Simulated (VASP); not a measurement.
Set up this calculation in VASP 6.6.1, as the native input.

| Quantity | Value |
| --- | --- |
| Task | relaxation of cell and atoms |
| Functional | PBEsol |
| Potentials or basis | VASP PAW PBE potentials, release 64 (Ti_sv, O) |
| Cutoff | 600 eV |
| k mesh | 6 × 6 × 6 |
| Occupations | fermi-dirac, width 0.05 eV |
| Spin | no spin polarisation |
| Dipole correction | no |
| Further INCAR settings | ALGO = Normal; EDIFF = 1e-06; IBRION = 2; EDIFFG = -0.01; NSW = 100; ISIF = 3 |

The structure of TiO2 lies in POSCAR:

```
TiO2
1.0
   -1.8444584308      1.9571448614      4.7624835206
    1.7893221930     -1.8077887325      4.6818546561
    1.8813939775      1.8447242792     -4.7035942071
Ti O
2 4
Direct
   -0.0065320277      0.0096657294     -0.0012888812
    0.7605020199      0.2528788101      0.5215601647
    0.9543660913      0.4642461841      0.5109565923
    0.2030551285      0.1982485955     -0.0175899492
    0.5434141960      0.0362125974      0.5056458553
    0.7970429925      0.7972095089     -0.0008452724
```

The input as run:

INCAR

```
SYSTEM = TiO2
  PREC = Accurate
  ENCUT = 600
  EDIFF = 1E-6
  ISMEAR = -1
  SIGMA = 0.05
  LREAL = .FALSE.
  LASPH = .TRUE.
  NELM = 60
  ALGO = Normal
  ISIF = 3
  LWAVE = .FALSE.
  LCHARG = .FALSE.
  GGA = PS
  IBRION = 2
  NSW = 100
  EDIFFG = -0.01
```

KPOINTS

```
Automatic mesh
0
G
  6 6 6
  0 0 0
```

Potentials or basis: VASP PAW PBE potentials, release 64 (Ti_sv, O).

Command:

```sh
$ cat potpaw_PBE.64/Ti_sv/POTCAR potpaw_PBE.64/O/POTCAR > POTCAR
$ mpirun -np 1 vasp_std > vasp.out
```

Results of the run:

```json
{"Relaxed volume": "11.34 Å³/atom", "Relaxed cell": "a = 5.477 Å, b = 5.473 Å, c = 5.477 Å, α = 139.70°, β = 139.71°, γ = 58.32°", "Space group after relaxing (to 0.1 Å)": "I4_1/amd (No. 141)", "Energy gained by relaxing": "34.4 meV/atom", "Ionic steps": "23", "Pressure after relaxing": "0.0 GPa", "Largest force after relaxing": "0.007 eV/Å", "Band gap on the k mesh": "2.13 eV (least direct gap 2.43 eV)"}
```

Caveat: the PAW data sets were made with another functional, which shifts forces and pressure a little.

Run time: 37 min on 1 thread of Intel(R) Xeon(R) 6975P-C (Granite Rapids), with other jobs on the host, peak memory 0.53 GiB.
